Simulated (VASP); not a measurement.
# CdS (P6_3mc) in VASP: notebook

Runs on CdS. Level: r2SCAN. Tasks: single point.

Program: VASP 6.6.1. These are calculated values, not measurements. Logs are shortened: lines on timing, memory, paths and dates and some standing lists are left out, and cuts for length are marked.

### 1 The cell of the first run

The structure is hexagonal, space group P6_3mc (No. 186). Conventional cell: a = 4.342 Å, b = 4.342 Å, c = 6.918 Å, α = 90.00°, β = 90.00°, γ = 120.00°. Within 3.5 Å of Cd (site symmetry 3m) lie 4 S at 2.63 to 2.66 Å. Within 3.5 Å of S (site symmetry 3m) lie 4 Cd at 2.63 to 2.66 Å.

### 2 Single point, r2SCAN (strain +0.050 along x and y, +0.025 along z)

POSCAR

```
CdS
1.0
    4.3415391636      0.0000000000      0.0000000000
   -2.1707695818      3.7598832072      0.0000000000
    0.0000000000      0.0000000000      6.9177250000
Cd S
2 2
Direct
    0.3333333333      0.6666666667      0.0000000000
    0.6666666667      0.3333333333      0.5000000000
    0.3333333333      0.6666666667      0.3850000000
    0.6666666667      0.3333333333      0.8850000000
```

INCAR.step1

```
SYSTEM = CdS
  PREC = Accurate
  ENCUT = 520
  ISMEAR = 0
  SIGMA = 0.05
  LREAL = .FALSE.
  LASPH = .TRUE.
  NELM = 60
  NBANDS = 26
  GGA = PE
  ALGO = Normal
  EDIFF = 1E-4
  LWAVE = .TRUE.
  LCHARG = .FALSE.
```

INCAR.step2

```
SYSTEM = CdS
  PREC = Accurate
  ENCUT = 520
  EDIFF = 1E-6
  ISMEAR = 0
  SIGMA = 0.05
  LREAL = .FALSE.
  LASPH = .TRUE.
  NELM = 60
  ALGO = Normal
  ISIF = 2
  LWAVE = .FALSE.
  LCHARG = .FALSE.
  METAGGA = R2SCAN
  LMIXTAU = .TRUE.
  NBANDS = 26
  ISTART = 1
```

KPOINTS

```
regular mesh
0
G
  12 12 4
  0 0 0
```

Potentials or basis: VASP PAW PBE potentials, release 64 (Cd, S).

Launch:

```sh
$ cat potpaw_PBE.64/Cd/POTCAR potpaw_PBE.64/S/POTCAR > POTCAR
$ cp INCAR.step1 INCAR
$ mpirun -np 1 vasp_std > vasp.out
$ cp INCAR.step2 INCAR
$ mpirun -np 1 vasp_std > vasp.out
```

OUTCAR:

```text
SYSTEM = CdS
   PREC = Accurate
   ENCUT = 520
   EDIFF = 1E-6
   ISMEAR = 0
   LREAL = .FALSE.
   LASPH = .TRUE.
   NELM = 60
   ISIF = 2
   METAGGA = R2SCAN
   ISTART = 1

 ion  position               nearest neighbor table
   1  0.333  0.667  0.000-   4 2.63   4 2.63   4 2.63   3 2.66
   2  0.667  0.333  0.500-   3 2.63   3 2.63   3 2.63   4 2.66
   3  0.333  0.667  0.385-   2 2.63   2 2.63   2 2.63   1 2.66
   4  0.667  0.333  0.885-   1 2.63   1 2.63   1 2.63   2 2.66

  LATTYP: Found a hexagonal cell.
 ALAT       =     4.3415391636
 C/A-ratio  =     1.5933807664

  Lattice vectors:

 A1 = (   4.3415391636,   0.0000000000,   0.0000000000)
 A2 = (  -2.1707695818,   3.7598832072,   0.0000000000)
 A3 = (   0.0000000000,   0.0000000000,   6.9177250000)

Analysis of symmetry for initial positions (statically):
=====================================================================
 Subroutine PRICEL returns:
 Original cell was already a primitive cell.

 Routine SETGRP: Setting up the symmetry group for a
 hexagonal supercell.

 Subroutine GETGRP returns: Found 12 space group operations
 (whereof  6 operations were pure point group operations)
 out of a pool of 24 trial point group operations.

The static configuration has the point symmetry C_3v.
 The point group associated with its full space group is C_6v.

Analysis of symmetry for dynamics (positions and initial velocities):
=====================================================================
 Subroutine PRICEL returns:
 Original cell was already a primitive cell.

 Routine SETGRP: Setting up the symmetry group for a
 hexagonal supercell.

 Subroutine GETGRP returns: Found 12 space group operations
 (whereof  6 operations were pure point group operations)
 out of a pool of 24 trial point group operations.

The dynamic configuration has the point symmetry C_3v.
 The point group associated with its full space group is C_6v.

 Subroutine INISYM returns: Found 12 space group operations
 (whereof  6 operations are pure point group operations),
 and found     1 'primitive' translations

----------------------------------------------------------------------------------------

                                     Primitive cell

  volume of cell :     112.9227

  direct lattice vectors                    reciprocal lattice vectors
     4.341539164  0.000000000  0.000000000     0.230333060  0.132982854  0.000000000
    -2.170769582  3.759883207  0.000000000     0.000000000  0.265965708  0.000000000
     0.000000000  0.000000000  6.917725000     0.000000000  0.000000000  0.144556194

  length of vectors
     4.341539164  4.341539164  6.917725000     0.265965708  0.265965708  0.144556194

  position of ions in fractional coordinates (direct lattice)
     0.333333333  0.666666667  0.000000000
     0.666666667  0.333333333  0.500000000
     0.333333333  0.666666667  0.385000000
     0.666666667  0.333333333  0.885000000

  ion indices of the primitive-cell ions
   primitive index   ion index
                 1           1
                 2           2
                 3           3
                 4           4

----------------------------------------------------------------------------------------

 KPOINTS: regular mesh

Automatic generation of k-mesh.
 Grid dimensions read from file:
 generate k-points for:   12   12    4

 Generating k-lattice:

  Cartesian coordinates                     Fractional coordinates (reciprocal lattice)
     0.019194422  0.011081905  0.000000000     0.083333333  0.000000000  0.000000000
     0.000000000  0.022163809  0.000000000     0.000000000  0.083333333  0.000000000
     0.000000000  0.000000000  0.036139049     0.000000000  0.000000000  0.250000000

  Length of vectors
     0.022163809  0.022163809  0.036139049

  Shift w.r.t. Gamma in fractional coordinates (k-lattice)
     0.000000000  0.000000000  0.000000000

 Subroutine IBZKPT returns following result:
 ===========================================

 Found     57 irreducible k-points:

 Following reciprocal coordinates:
            Coordinates               Weight
  0.000000  0.000000  0.000000      1.000000
  0.083333  0.000000  0.000000      6.000000
  0.166667  0.000000  0.000000      6.000000
  0.250000  0.000000  0.000000      6.000000
  0.333333  0.000000  0.000000      6.000000
  0.416667  0.000000  0.000000      6.000000
[... 16 lines left out ...]
  0.250000  0.000000  0.250000     12.000000
  0.333333  0.000000  0.250000     12.000000
 [... further k-points ...]
   k-points           NKPTS =     57   k-points in BZ     NKDIM =     57   number of bands    NBANDS=     26
   number of dos      NEDOS =    301   number of ions     NIONS =      4
   total plane-waves  NPLWV =  55296
   dimension x,y,z NGX =    32 NGY =   32 NGZ =   54
   dimension x,y,z NGXF=    64 NGYF=   64 NGZF=  108
   ions per type =               2   2
   NGX,Y,Z   is equivalent  to a cutoff of  12.25, 12.25, 12.98 a.u.
   NGXF,Y,Z  is equivalent  to a cutoff of  24.51, 24.51, 25.95 a.u.
 SYSTEM =  CdS
   PREC   = accura    normal or accurate (medium, high low for compatibility)
   ISTART =      1    job   : 0-new  1-cont  2-samecut
   ICHARG =      0    charge: 1-file 2-atom 10-const
   ISPIN  =      1    spin polarized calculation?
   LNONCOLLINEAR =      F non collinear calculations
   LSORBIT =      F    spin-orbit coupling
   LASPH  =      T    aspherical Exc in radial PAW
   ENCUT  =  520.0 eV  38.22 Ry    6.18 a.u.   8.07  8.07 12.86*2*pi/ulx,y,z
   NELM   =     60;   NELMIN=  2; NELMDL=  0     # of ELM steps
   EDIFF  = 0.1E-05   stopping-criterion for ELM
   LREAL  =      F    real-space projection
   EDIFFG = 0.1E-04   stopping-criterion for IOM
   NSW    =      0    number of steps for IOM
   IBRION =     -1    ionic relax: 0-MD 1-quasi-New 2-CG
   NFREE  =      0    steps in history (QN), initial steepest desc. (CG)
   ISIF   =      2    stress and relaxation
   ISYM   =      2    0-nonsym 1-usesym 2-fastsym
   POTIM  = 0.5000    time-step for ionic-motion
   TEBEG  =    0.0;   TEEND  =   0.0 temperature during run
   PSTRESS=    0.0 pullay stress
   NELECT =      36.0000    total number of electrons
   NUPDOWN=      -1.0000    fix difference up-down
   EMIN   =  10.00;   EMAX   =-10.00  energy-range for DOS
   EFERMI =   0.00;   METHOD = LEGACY
   ISMEAR =     0;   SIGMA  =   0.05  broadening in eV -4-tet -1-fermi 0-gaus
   EFERMI_NEDOS =   21; number of points for ismear=-14 and -15
   IALGO  =     38    algorithm
   IMIX   =      4    mixing-type and parameters
     AMIX     =   0.40;   BMIX     =  1.00
     AMIX_MAG =   1.60;   BMIX_MAG =  1.00
  volume/ion in A,a.u.               =      28.23       190.51
  Fermi-wavevector in a.u.,A,eV,Ry     =   1.118361  2.113395 17.017222  1.250731
  Thomas-Fermi vector in A             =   2.254991
   LORBIT       =      0    0 simple, 1 ext, 2 COOP (PROOUT), +10 PAW based schemes
   METAGGA = R2SCAN    functional components
   LHFCALC =     F    Hartree Fock is set to
   AEXX    =    0.0000 exact exchange contribution
   IVDW    =     0    specifies the selected vdW correction
   LEPSILON=     F    determine dielectric tensor
   LRPA    =     F    only Hartree local field effects (RPA)
 non-spin polarized calculation
 Gauss-broadening in eV      SIGMA  =   0.05
  energy-cutoff  :      520.00
  volume of cell :      112.92
 maximum number of plane-waves:      3070
   NGX = 17   NGY = 17   NGZ = 25

 number of electron      35.9999989 magnetization

 Free energy of the ion-electron system (eV)
  ---------------------------------------------------
  ext. energy  EPLUGINS =         0.00000000
  ---------------------------------------------------
  free energy    TOTEN  =       -59.19786276 eV

  energy without entropy =      -59.19786276  energy(sigma->0) =      -59.19786276

 E-fermi :   0.2662     XC(G=0):  -9.1018

 val. band max:        0.0510582544   @ k =   0.0000   0.0000   0.0000
 cond. band min:       1.3936120094   @ k =   0.0000   0.0000   0.0000
 fundamental gap:      1.3425537550
 Fermi energy:         0.2662086937

 k-point     1 :       0.0000    0.0000    0.0000
  band No.  band energies     occupation
      1     -12.1161      2.00000
      2     -11.7857      2.00000
      3      -7.5589      2.00000
      4      -7.5589      2.00000
      5      -7.5337      2.00000
      6      -7.5000      2.00000
[... 18 lines left out ...]
     25       7.9501      0.00000
     26       7.9501      0.00000

 k-point     2 :       0.0833    0.0000    0.0000
  band No.  band energies     occupation
      1     -12.0973      2.00000
      2     -11.7774      2.00000
      3      -7.5507      2.00000
      4      -7.5490      2.00000
      5      -7.5204      2.00000
      6      -7.4903      2.00000
[... 18 lines left out ...]
     25       7.8386      0.00000
     26       8.0895      0.00000

 k-point     3 :       0.1667    0.0000    0.0000
  band No.  band energies     occupation
      1     -12.0452      2.00000
      2     -11.7559      2.00000
      3      -7.5291      2.00000
      4      -7.5258      2.00000
      5      -7.4761      2.00000
      6      -7.4603      2.00000
[... 18 lines left out ...]
     25       7.9397      0.00000
     26       8.4758      0.00000

 k-point     4 :       0.2500    0.0000    0.0000
  band No.  band energies     occupation
      1     -11.9712      2.00000
      2     -11.7289      2.00000
      3      -7.5026      2.00000
      4      -7.5025      2.00000
      5      -7.4204      2.00000
      6      -7.4192      2.00000
[... 18 lines left out ...]
     25       8.2973      0.00000
     26       9.0320      0.00000
[... 496 lines left out ...]
      1     -12.0005      2.00000
      2     -11.7953      2.00000
      3      -7.5207      2.00000
      4      -7.5173      2.00000
      5      -7.4757      2.00000
      6      -7.4720      2.00000
[... 18 lines left out ...]
     25       7.9006      0.00000
     26       8.1845      0.00000

 k-point    23 :       0.2500    0.0000    0.2500
  band No.  band energies     occupation
      1     -11.9328      2.00000
      2     -11.7610      2.00000
      3      -7.4935      2.00000
      4      -7.4913      2.00000
      5      -7.4369      2.00000
      6      -7.4330      2.00000
[... 18 lines left out ...]
     25       8.0188      0.00000
     26       8.7284      0.00000

 k-point    24 :       0.3333    0.0000    0.2500
  band No.  band energies     occupation
      1     -11.8616      2.00000
      2     -11.7303      2.00000
      3      -7.4786      2.00000
      4      -7.4655      2.00000
      5      -7.4012      2.00000
      6      -7.3948      2.00000
[... 18 lines left out ...]
     25       8.1742      0.00000
     26       9.3370      0.00000

 [... further k-points ...]

------------------------ aborting loop because EDIFF is reached ----------------------------------------

  FORCE on cell =-STRESS in cart. coord.  units (eV):
  Direction    XX          YY          ZZ          XY          YZ          ZX
  --------------------------------------------------------------------------------------
  -------------------------------------------------------------------------------------
  Total       -3.5378581     -3.5378581     -3.2037110      0.0000000      0.0000000      0.0000000
  in kB      -50.1960584    -50.1960584    -45.4550925      0.0000000      0.0000000      0.0000000
  external PRESSURE =     -48.6157364 kB  Pullay stress =       0.0000000 kB

 VOLUME and BASIS-vectors are now :
 -----------------------------------------------------------------------------
  energy-cutoff  :      520.00
  volume of cell :      112.92
      direct lattice vectors                 reciprocal lattice vectors
     4.341539164  0.000000000  0.000000000     0.230333060  0.132982854  0.000000000
    -2.170769582  3.759883207  0.000000000     0.000000000  0.265965708  0.000000000
     0.000000000  0.000000000  6.917725000     0.000000000  0.000000000  0.144556194

 POSITION                                       TOTAL-FORCE (eV/Angst)
 -----------------------------------------------------------------------------------
     -0.00000      2.50659      0.00000        -0.000000      0.000000      0.091408
      2.17077      1.25329      3.45886         0.000000     -0.000000      0.091408
     -0.00000      2.50659      2.66332        -0.000000      0.000000     -0.091408
      2.17077      1.25329      6.12219         0.000000     -0.000000     -0.091408
 -----------------------------------------------------------------------------------
    total drift:                               -0.000000     -0.000000     -0.002276

  FREE ENERGIE OF THE ION-ELECTRON SYSTEM (eV)
  ---------------------------------------------------
  free  energy   TOTEN  =       -59.1978627637 eV

  energy  without entropy=      -59.1978627637  energy(sigma->0) =      -59.19786276
```

Run time: 9.3 min. Hardware: 1 thread of Intel Xeon Platinum 8375C at 2.90GHz (Ice Lake), shared host; peak memory 0.32 GiB.

What came out:

- Free energy: -59.1979 eV
- Pressure: -4.9 GPa
- Largest force: 0.091 eV/Å
- Band gap on the k mesh: 1.34 eV

Forces in eV/Å, atoms in the order of the input:
```
Cd   0.000  0.000  0.091
Cd   0.000  0.000  0.091
S    0.000  0.000 -0.091
S    0.000  0.000 -0.091
```

Levels at points of the mesh, in eV from the valence-band top:
```tsv
k point	band 16	band 17	band 18	band 19	band 20	band 21
(0.00, 0.00, 0.00)	-0.05	-0.05	0.00	1.34	2.85	6.86
(0.50, 0.00, 0.00)	-1.59	-0.99	-0.68	3.86	4.06	5.51
(0.00, 0.00, 0.50)	-0.36	-0.36	-0.36	2.91	2.91	6.47
(0.50, 0.00, 0.50)	-1.16	-1.01	-1.01	3.79	3.79	5.64
```

Caveat: the cell differs from its parent crystal (strain +0.050 along x and y, +0.025 along z); the cell stands under tension; the PAW data sets were made with another functional, which shifts forces and pressure a little. A k mesh can miss the band edges.

### 3 Single point, r2SCAN (strain +0.050 along x and y, +0.050 along z)

POSCAR, as its differences from that of step 2:

```diff
@@ -4,3 +4,3 @@
    -2.1707695818      3.7598832072      0.0000000000
-    0.0000000000      0.0000000000      6.9177250000
+    0.0000000000      0.0000000000      7.0864500000
 Cd S
```

INCAR.step1

```
SYSTEM = CdS
ALGO = Normal
EDIFF = 1E-4
ENCUT = 520
GGA = PE
ISMEAR = 0
LASPH = .TRUE.
LCHARG = .FALSE.
LREAL = .FALSE.
LWAVE = .TRUE.
NBANDS = 26
NELM = 100
PREC = Accurate
SIGMA = 0.05
```

INCAR.step2

```
SYSTEM = CdS
ALGO = Normal
EDIFF = 1E-6
ENCUT = 520
ISIF = 2
ISMEAR = 0
ISTART = 1
LASPH = .TRUE.
LCHARG = .TRUE.
LELF = .TRUE.
LMIXTAU = .TRUE.
LREAL = .FALSE.
LVHAR = .TRUE.
LWAVE = .FALSE.
METAGGA = R2SCAN
NBANDS = 26
NELM = 100
PREC = Accurate
SIGMA = 0.05
```

KPOINTS

```
k-points
0
G
  12 12 4
  0 0 0
```

Potentials or basis: VASP PAW PBE potentials, release 64 (Cd, S).

Launch:

```sh
$ cat potpaw_PBE.64/Cd/POTCAR potpaw_PBE.64/S/POTCAR > POTCAR
$ cp INCAR.step1 INCAR
$ mpirun -np 1 vasp_std > vasp.out
$ cp INCAR.step2 INCAR
$ mpirun -np 1 vasp_std > vasp.out
```

It took 9.1 min on 1 thread of Intel Xeon Platinum 8375C at 2.90GHz (Ice Lake), shared host; peak memory 0.32 GiB.

Results (log left out):

```yaml
Free_energy: -59.1058 eV
Pressure: -5.6 GPa
Largest_force: 0.139 eV/Å
Band_gap_on_the_k_mesh: 1.31 eV
```

Forces in eV/Å, atoms in the order of the input:
```
Cd   0.000  0.000  0.139
Cd   0.000  0.000  0.139
S    0.000  0.000 -0.139
S    0.000  0.000 -0.139
```

Stress tensor (GPa, compression positive):
```
-5.36  0.00  0.00
 0.00 -5.36  0.00
 0.00  0.00 -6.12
```

Levels at points of the mesh, in eV from the valence-band top:
```
           k point  band 14  band 15  band 16  band 17  band 18  band 19  band 20  band 21  band 22  band 23
(0.00, 0.00, 0.00)    -0.54    -0.54    -0.01    -0.01     0.00     1.31     2.93     6.97     6.97     7.24
(0.50, 0.00, 0.00)    -3.02    -2.00    -1.45    -0.91    -0.64     3.80     4.14     5.46     6.35     7.61
(0.00, 0.00, 0.50)    -2.04    -0.28    -0.28    -0.28    -0.28     2.88     2.88     6.39     6.39     7.27
(0.50, 0.00, 0.50)    -3.47    -1.06    -1.06    -0.98    -0.98     3.75     3.75     5.60     5.60     7.94
```

Caveat: the cell differs from its parent crystal (strain +0.050 along x and y, +0.050 along z); the cell stands under tension; the PAW data sets were made with another functional, which shifts forces and pressure a little. A k mesh can miss the band edges.

### 4 Single point, r2SCAN (strain -0.050 along x and y, +0.050 along z)

POSCAR, as its differences from that of step 3:

```diff
@@ -2,4 +2,4 @@
 1.0
-    4.3415391636      0.0000000000      0.0000000000
-   -2.1707695818      3.7598832072      0.0000000000
+    3.9280592432      0.0000000000      0.0000000000
+   -1.9640296216      3.4017990922      0.0000000000
     0.0000000000      0.0000000000      7.0864500000
```

INCAR.step1

```
SYSTEM = CdS
PREC = Accurate ; ENCUT = 520
ISMEAR = 0 ; SIGMA = 0.05
LREAL = .False. ; LASPH = .True.
NELM = 100 ; NBANDS = 26
GGA = PE ; ALGO = Normal
EDIFF = 1E-4 ; LWAVE = .True.
LCHARG = .False.
```

INCAR.step2

```
SYSTEM = CdS
PREC = Accurate ; ENCUT = 520
EDIFF = 1E-7 ; ISMEAR = 0
SIGMA = 0.05 ; LREAL = .False.
LASPH = .True. ; NELM = 100
ALGO = Normal ; ISIF = 2
LWAVE = .False. ; LCHARG = .False.
METAGGA = R2SCAN ; LMIXTAU = .True.
NBANDS = 26 ; ISTART = 1
```

KPOINTS

```
Automatic mesh
0
Gamma
  12 12 4
  0 0 0
```

Launch:

```sh
$ cat potpaw_PBE.64/Cd/POTCAR potpaw_PBE.64/S/POTCAR > POTCAR
$ cp INCAR.step1 INCAR
$ mpirun -np 1 vasp_std > vasp.out
$ cp INCAR.step2 INCAR
$ mpirun -np 1 vasp_std > vasp.out
```

Wall time 15 min (1 thread of Intel Xeon 8259CL, shared host); peak memory 0.3 GiB.

It converged, with:

```yaml
Free_energy: -58.8924 eV
Pressure: 7.6 GPa
Largest_force: 1.020 eV/Å
Band_gap_on_the_k_mesh: 1.58 eV
```

Forces on the atoms (eV/Å):
```
Cd   0.000  0.000  1.020
Cd   0.000  0.000  1.020
S    0.000  0.000 -1.020
S    0.000  0.000 -1.020
```

Stress tensor (GPa, compression positive):
```
12.25  0.00  0.00
 0.00 12.25  0.00
 0.00  0.00 -1.82
```

Levels at points of the mesh, in eV from the valence-band top:
| k point | band 14 | band 15 | band 16 | band 17 | band 18 | band 19 | band 20 | band 21 | band 22 | band 23 |
| --- | --- | --- | --- | --- | --- | --- | --- | --- | --- | --- |
| (0.00, 0.00, 0.00) | -0.56 | -0.56 | -0.52 | 0.00 | 0.00 | 1.58 | 3.67 | 6.33 | 7.29 | 7.29 |
| (0.50, 0.00, 0.00) | -4.27 | -2.89 | -1.97 | -1.54 | -1.13 | 3.92 | 4.48 | 4.98 | 6.20 | 7.79 |
| (0.00, 0.00, 0.50) | -2.91 | -0.29 | -0.29 | -0.29 | -0.29 | 3.42 | 3.42 | 6.13 | 6.13 | 7.60 |
| (0.50, 0.00, 0.50) | -4.70 | -1.80 | -1.80 | -1.57 | -1.57 | 3.60 | 3.60 | 5.55 | 5.55 | 8.29 |

Caveat: the cell differs from its parent crystal (strain -0.050 along x and y, +0.050 along z); the cell stands under pressure; the PAW data sets were made with another functional, which shifts forces and pressure a little.

(Continued in part 2 of 2.)
